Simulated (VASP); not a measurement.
# CoO (Pm-3m) in VASP: further runs

Runs on CoO. Level: PBEsol. Tasks: single point.

Everything below comes from runs of VASP 6.6.1. Logs are shortened: lines on timing, memory, paths and dates and some standing lists are left out, and cuts for length are marked.

## (1) The cell of the first run

It takes space group Pm-3m (No. 221, cubic). Conventional cell: a = 2.572 Å, b = 2.572 Å, c = 2.572 Å, α = 90.00°, β = 90.00°, γ = 90.00°. Co (site symmetry m-3m) has 8 O at 2.23 Å and 6 Co at 2.57 Å within 2.9 Å. Within 2.9 Å of O (site symmetry m-3m) lie 8 Co at 2.23 Å and 6 O at 2.57 Å.

## (2) Single point, PBEsol, collinear spin, ferromagnetic start

File INCAR:

```
PREC = Accurate
ENCUT = 520
EDIFF = 1E-7
ISMEAR = 0
SIGMA = 0.1
LREAL = False
LASPH = True
NELM = 150
ALGO = Normal
ISIF = 2
LWAVE = False
LCHARG = True
ISPIN = 2
MAGMOM = 1.95 0.22
LORBIT = 11
NUPDOWN = 2.0
LMAXMIX = 4
GGA = PS
LELF = True
LVHAR = True
NBANDS = 18
```

File KPOINTS:

```
regular mesh
0
Gamma
  16 16 16
```

File POSCAR:

```
CoO
1.0
    2.5724609762      0.0000000000      0.0000000000
    0.0000000000      2.5724609762      0.0000000000
    0.0000000000      0.0000000000      2.5724609762
Co O
1 1
Direct
    0.0000000000      0.0000000000      0.0000000000
    0.5000000000      0.5000000000      0.5000000000
```

Potentials or basis: VASP PAW PBE potentials, release 64 (Co, O).

The run is started by

```sh
> cat potpaw_PBE.64/Co/POTCAR potpaw_PBE.64/O/POTCAR > POTCAR
> mpirun -np 1 vasp_std > vasp.out
```

OUTCAR:

```text
PREC = Accurate
   ENCUT = 520
   EDIFF = 1E-7
   ISMEAR = 0
   LREAL = False
   LASPH = True
   NELM = 150
   ISIF = 2
   ISPIN = 2
   LORBIT = 11
   NUPDOWN = 2.0
   GGA = PS

 ion  position               nearest neighbor table
   1  0.000  0.000  0.000-   2 2.23   2 2.23   2 2.23   2 2.23   2 2.23   2 2.23   2 2.23   2 2.23

   2  0.500  0.500  0.500-   1 2.23   1 2.23   1 2.23   1 2.23   1 2.23   1 2.23   1 2.23   1 2.23

  LATTYP: Found a simple cubic cell.
 ALAT       =     2.5724609762

  Lattice vectors:

 A1 = (   2.5724609762,   0.0000000000,   0.0000000000)
 A2 = (   0.0000000000,   2.5724609762,   0.0000000000)
 A3 = (   0.0000000000,   0.0000000000,   2.5724609762)

Analysis of symmetry for initial positions (statically):
=====================================================================
 Subroutine PRICEL returns:
 Original cell was already a primitive cell.

 Routine SETGRP: Setting up the symmetry group for a
 simple cubic supercell.

 Subroutine GETGRP returns: Found 48 space group operations
 (whereof 48 operations were pure point group operations)
 out of a pool of 48 trial point group operations.

The static configuration has the point symmetry O_h .

Analysis of symmetry for dynamics (positions and initial velocities):
=====================================================================
 Subroutine PRICEL returns:
 Original cell was already a primitive cell.

 Routine SETGRP: Setting up the symmetry group for a
 simple cubic supercell.

 Subroutine GETGRP returns: Found 48 space group operations
 (whereof 48 operations were pure point group operations)
 out of a pool of 48 trial point group operations.

The dynamic configuration has the point symmetry O_h .

Analysis of structural, dynamic, and magnetic symmetry:
=====================================================================
 Subroutine PRICEL returns:
 Original cell was already a primitive cell.

 Routine SETGRP: Setting up the symmetry group for a
 simple cubic supercell.

 Subroutine GETGRP returns: Found 48 space group operations
 (whereof 48 operations were pure point group operations)
 out of a pool of 48 trial point group operations.

The overall configuration has the point symmetry O_h .

 Subroutine INISYM returns: Found 48 space group operations
 (whereof 48 operations are pure point group operations),
 and found     1 'primitive' translations

[... 115 lines left out ...]
  volume/ion in A,a.u.               =       8.51        57.44
  Fermi-wavevector in a.u.,A,eV,Ry     =   1.569482  2.965892 33.514892  2.463275
  Thomas-Fermi vector in A             =   2.671358
   LORBIT       =     11    0 simple, 1 ext, 2 COOP (PROOUT), +10 PAW based schemes
   GGA     = PS    functional components
   LHFCALC =     F    Hartree Fock is set to
   AEXX    =    0.0000 exact exchange contribution
   IVDW    =     0    specifies the selected vdW correction
   LEPSILON=     F    determine dielectric tensor
   LRPA    =     F    only Hartree local field effects (RPA)
 spin polarized calculation
 Gauss-broadening in eV      SIGMA  =   0.10
  energy-cutoff  :      520.00
  volume of cell :       17.02
 maximum number of plane-waves:       480
 NGX is ok and might be reduce to    20
   NGX =  9   NGY =  9   NGZ =  9

 number of electron      15.0000019 magnetization       1.9999892

 Free energy of the ion-electron system (eV)
  ---------------------------------------------------
  ext. energy  EPLUGINS =         0.00000000
  ---------------------------------------------------
  free energy    TOTEN  =       -13.25271856 eV

  energy without entropy =      -13.23696298  energy(sigma->0) =      -13.24484077

 E-fermi :   9.3367     XC(G=0): -13.5474

 val. band max:        9.3349468641   @ k =   0.4375   0.4375   0.0625
 cond. band min:       8.9676176454   @ k =   0.5000   0.3750   0.1875
 fundamental gap:     -0.3673292186
 Fermi energy:         8.9497226025

 spin component 1

 k-point     1 :       0.0000    0.0000    0.0000
  band No.  band energies     occupation
      1     -11.6355      1.00000
      2       5.2272      1.00000
      3       5.2272      1.00000
      4       6.1160      1.00000
      5       6.1160      1.00000
      6       6.1160      1.00000
[... 493 lines left out ...]
     17      38.0338      0.00000
     18      41.1024      0.00000

 [... further k-points ...]

 spin component 2

 k-point     1 :       0.0000    0.0000    0.0000
  band No.  band energies     occupation
      1     -11.3216      1.00000
      2       6.4895      1.00000
      3       6.4895      1.00000
      4       6.4895      1.00000
      5       6.6492      1.00000
      6       6.6492      1.00000
[... 493 lines left out ...]
     17      38.4299      0.00000
     18      41.4642      0.00000

 [... further k-points ...]

------------------------ aborting loop because EDIFF is reached ----------------------------------------

  FORCE on cell =-STRESS in cart. coord.  units (eV):
  Direction    XX          YY          ZZ          XY          YZ          ZX
  --------------------------------------------------------------------------------------
  -------------------------------------------------------------------------------------
  Total       -0.9494899     -0.9494899     -0.9494899      0.0000000      0.0000000      0.0000000
  in kB      -89.3623458    -89.3623458    -89.3623458      0.0000000      0.0000000      0.0000000
  external PRESSURE =     -89.3623458 kB  Pullay stress =       0.0000000 kB

 VOLUME and BASIS-vectors are now :
 -----------------------------------------------------------------------------
  energy-cutoff  :      520.00
  volume of cell :       17.02
      direct lattice vectors                 reciprocal lattice vectors
     2.572460976  0.000000000  0.000000000     0.388732816  0.000000000  0.000000000
     0.000000000  2.572460976  0.000000000     0.000000000  0.388732816  0.000000000
     0.000000000  0.000000000  2.572460976     0.000000000  0.000000000  0.388732816

 POSITION                                       TOTAL-FORCE (eV/Angst)
 -----------------------------------------------------------------------------------
      0.00000      0.00000      0.00000         0.000000      0.000000      0.000000
      1.28623      1.28623      1.28623         0.000000      0.000000      0.000000
 -----------------------------------------------------------------------------------
    total drift:                                0.000000      0.000000      0.000000

  FREE ENERGIE OF THE ION-ELECTRON SYSTEM (eV)
  ---------------------------------------------------
  free  energy   TOTEN  =       -13.2527185636 eV

  energy  without entropy=      -13.2369629849  energy(sigma->0) =      -13.24484077

 total charge

# of ion       s       p       d       tot
------------------------------------------
    1        0.306   0.381   7.269   7.957
    2        1.590   3.292   0.000   4.882
--------------------------------------------------
tot          1.896   3.673   7.269  12.839

 magnetization (x)

# of ion       s       p       d       tot
------------------------------------------
    1       -0.000   0.003   1.778   1.781
    2        0.009   0.187   0.000   0.197
--------------------------------------------------
tot          0.009   0.190   1.778   1.977
```

stdout:

```text
POSCAR found type information on POSCAR CoO
 POSCAR found :  2 types and       2 ions
 scaLAPACK will be used
 -----------------------------------------------------------------------------
|                                                                             |
|                                                                             |
|     You enforced a specific xc type in the INCAR file but a different       |
|     I HOPE YOU KNOW WHAT YOU ARE DOING!                                     |
|                                                                             |
 -----------------------------------------------------------------------------

 LDA part: xc-table for (Slater+PW92), standard interpolation
 POSCAR, INCAR and KPOINTS ok, starting setup
 FFT: planning ... GRIDC
 FFT: planning ... GRID_SOFT
 FFT: planning ... GRID
 WAVECAR not read
 entering main loop
```

Run time: 40 s. Hardware: 1 thread of Intel Xeon 6975P-C (Granite Rapids), shared host; peak memory 0.19 GiB.

Results:

- Free energy: -13.2527 eV
- Pressure: -8.9 GPa
- Net moment: 2.00 μB per cell
- Site moments: Co +1.78; O +0.20 μB
- Valence electrons inside the program's atomic spheres: Co 7.96; O 4.88

Caveat: the cell stands under tension; the PAW data sets were made with another functional, which shifts forces and pressure a little; the total moment is fixed, so each spin has its own Fermi level and the state may be an excited one; a cell with one magnetic atom can't hold antiferromagnetic order, which such compounds often take.

## (3) Single point, PBEsol, collinear spin, ferromagnetic start

File INCAR:

```
PREC     = Accurate       # precision mode
ENCUT    = 520            # plane-wave cutoff, eV
EDIFF    = 1E-6           # SCF threshold, eV
ISMEAR   = 0              # smearing method
SIGMA    = 0.1            # smearing width, eV
LREAL    = F              # projectors in reciprocal space
LASPH    = T              # aspherical terms in the spheres
NELM     = 150            # most SCF steps
ALGO     = Normal         # electronic algorithm
ISIF     = 2              # what is computed and relaxed
LWAVE    = F              # write WAVECAR
LCHARG   = F              # write CHGCAR
ISPIN    = 2              # spin polarisation
MAGMOM   = 2.35 0.37      # initial moments
LORBIT   = 11             # projections on sites
NUPDOWN  = 2.5            # fixed moment
LMAXMIX  = 4              # l up to which the mixer works
GGA      = PS             # functional
NBANDS   = 18             # bands
```

KPOINTS is that of step 2.

POSCAR is that of step 2.

Potentials or basis: VASP PAW PBE potentials, release 64 (Co, O).

The run is started by

```sh
> cat potpaw_PBE.64/Co/POTCAR potpaw_PBE.64/O/POTCAR > POTCAR
> mpirun -np 1 vasp_std > vasp.out
```

It took 35 s on 1 thread of Intel Xeon 6975P-C (Granite Rapids), shared host; peak memory 0.19 GiB.

Results (log left out):

| Property | Result |
| --- | --- |
| Free energy | -13.3438 eV |
| Pressure | -5.3 GPa |
| Net moment | 2.50 μB per cell |
| Site moments | Co +2.14; O +0.32 μB |
| Valence electrons inside the program's atomic spheres | Co 7.93; O 4.90 |

Caveat: the cell stands under tension; the PAW data sets were made with another functional, which shifts forces and pressure a little; the total moment is fixed, so each spin has its own Fermi level and the state may be an excited one; a cell with one magnetic atom can't hold antiferromagnetic order, which such compounds often take.

## (4) Single point, PBEsol, collinear spin, ferromagnetic start

File INCAR:

```
SYSTEM = CoO
PREC     = Accurate       ! precision mode
ENCUT    = 520            ! plane-wave cutoff, eV
EDIFF    = 1E-6           ! SCF threshold, eV
ISMEAR   = 0              ! smearing method
SIGMA    = 0.1            ! smearing width, eV
LREAL    = .FALSE.        ! projectors in reciprocal space
LASPH    = .TRUE.         ! aspherical terms in the spheres
NELM     = 150            ! most SCF steps
ALGO     = Normal         ! electronic algorithm
ISIF     = 2              ! what is computed and relaxed
LWAVE    = .FALSE.        ! write WAVECAR
LCHARG   = .TRUE.         ! write CHGCAR
ISPIN    = 2              ! spin polarisation
MAGMOM   = 2.72 0.53      ! initial moments
LORBIT   = 11             ! projections on sites
NUPDOWN  = 3.0            ! fixed moment
LMAXMIX  = 4              ! l up to which the mixer works
GGA      = PS             ! functional
LELF     = .TRUE.         ! ELF
LVHAR    = .TRUE.       
NBANDS   = 18             ! bands
```

File KPOINTS:

```
regular mesh
0
G
  16 16 16
  0 0 0
```

POSCAR is that of step 3.

Potentials or basis: VASP PAW PBE potentials, release 64 (Co, O).

The run is started by

```sh
> cat potpaw_PBE.64/Co/POTCAR potpaw_PBE.64/O/POTCAR > POTCAR
> mpirun -np 1 vasp_std > vasp.out
```

OUTCAR:

```text
SYSTEM = CoO
   PREC = Accurate
   ENCUT = 520
   EDIFF = 1E-6
   ISMEAR = 0
   LREAL = .FALSE.
   LASPH = .TRUE.
   NELM = 150
   ISIF = 2
   ISPIN = 2
   LORBIT = 11
   NUPDOWN = 3.0
   GGA = PS

 ion  position               nearest neighbor table
   1  0.000  0.000  0.000-   2 2.23   2 2.23   2 2.23   2 2.23   2 2.23   2 2.23   2 2.23   2 2.23

   2  0.500  0.500  0.500-   1 2.23   1 2.23   1 2.23   1 2.23   1 2.23   1 2.23   1 2.23   1 2.23

  LATTYP: Found a simple cubic cell.
 ALAT       =     2.5724609762

  Lattice vectors:

 A1 = (   2.5724609762,   0.0000000000,   0.0000000000)
 A2 = (   0.0000000000,   2.5724609762,   0.0000000000)
 A3 = (   0.0000000000,   0.0000000000,   2.5724609762)
[... 1224 lines left out ...]
 -----------------------------------------------------------------------------
  energy-cutoff  :      520.00
  volume of cell :       17.02
      direct lattice vectors                 reciprocal lattice vectors
     2.572460976  0.000000000  0.000000000     0.388732816  0.000000000  0.000000000
     0.000000000  2.572460976  0.000000000     0.000000000  0.388732816  0.000000000
     0.000000000  0.000000000  2.572460976     0.000000000  0.000000000  0.388732816

 POSITION                                       TOTAL-FORCE (eV/Angst)
 -----------------------------------------------------------------------------------
      0.00000      0.00000      0.00000         0.000000      0.000000      0.000000
      1.28623      1.28623      1.28623         0.000000      0.000000      0.000000
 -----------------------------------------------------------------------------------
    total drift:                                0.000000      0.000000      0.000000

  FREE ENERGIE OF THE ION-ELECTRON SYSTEM (eV)
  ---------------------------------------------------
  free  energy   TOTEN  =       -13.4110195643 eV

  energy  without entropy=      -13.4016919708  energy(sigma->0) =      -13.40635577

 total charge

# of ion       s       p       d       tot
------------------------------------------
    1        0.314   0.390   7.197   7.900
    2        1.576   3.347   0.000   4.923
--------------------------------------------------
tot          1.890   3.736   7.197  12.823

 magnetization (x)

# of ion       s       p       d       tot
------------------------------------------
    1       -0.002   0.004   2.480   2.481
    2        0.021   0.440   0.000   0.461
--------------------------------------------------
tot          0.019   0.443   2.480   2.942
```

stdout:

```text
POSCAR found type information on POSCAR CoO
 POSCAR found :  2 types and       2 ions
 scaLAPACK will be used
 -----------------------------------------------------------------------------
|                                                                             |
|                                                                             |
|     You enforced a specific xc type in the INCAR file but a different       |
|     I HOPE YOU KNOW WHAT YOU ARE DOING!                                     |
|                                                                             |
 -----------------------------------------------------------------------------

 LDA part: xc-table for (Slater+PW92), standard interpolation
 POSCAR, INCAR and KPOINTS ok, starting setup
 FFT: planning ... GRIDC
 FFT: planning ... GRID_SOFT
 FFT: planning ... GRID
 WAVECAR not read
 entering main loop
```

It took 34 s on 1 thread of Intel Xeon 6975P-C (Granite Rapids), shared host; peak memory 0.19 GiB.

Results:

- Free energy: -13.4110 eV
- Pressure: -0.6 GPa
- Net moment: 3.00 μB per cell
- Site moments: Co +2.48; O +0.46 μB
- Valence electrons inside the program's atomic spheres: Co 7.90; O 4.92

Caveat: the PAW data sets were made with another functional, which shifts forces and pressure a little; the total moment is fixed, so each spin has its own Fermi level and the state may be an excited one; a cell with one magnetic atom can't hold antiferromagnetic order, which such compounds often take.

## (5) Single point, PBEsol, collinear spin, ferromagnetic start

File INCAR:

```
PREC = Accurate
ENCUT = 520
EDIFF = 1E-7
ISMEAR = 0
SIGMA = 0.1
LREAL = False
LASPH = True
NELM = 150
ALGO = Normal
ISIF = 2
LWAVE = False
LCHARG = False
ISPIN = 2
MAGMOM = 2.94 0.75
LORBIT = 11
NUPDOWN = 3.5
LMAXMIX = 4
GGA = PS
NBANDS = 18
```

File KPOINTS:

```
Automatic mesh
0
Gamma
  16 16 16
```

POSCAR is that of step 4.

The run is started by

```sh
> cat potpaw_PBE.64/Co/POTCAR potpaw_PBE.64/O/POTCAR > POTCAR
> mpirun -np 1 vasp_std > vasp.out
```

Run time: 38 s. Hardware: 1 thread of Intel Xeon 6975P-C (Granite Rapids), shared host; peak memory 0.19 GiB.

It converged, with:

- Free energy: -12.2686 eV
- Pressure: 18.6 GPa
- Net moment: 3.50 μB per cell
- Site moments: Co +2.73; O +0.65 μB
- Valence electrons inside the program's atomic spheres: Co 7.88; O 4.92

Caveat: the cell stands under pressure; the PAW data sets were made with another functional, which shifts forces and pressure a little; the total moment is fixed, so each spin has its own Fermi level and the state may be an excited one; a cell with one magnetic atom can't hold antiferromagnetic order, which such compounds often take.

(Part 1 of 2 ends here.)
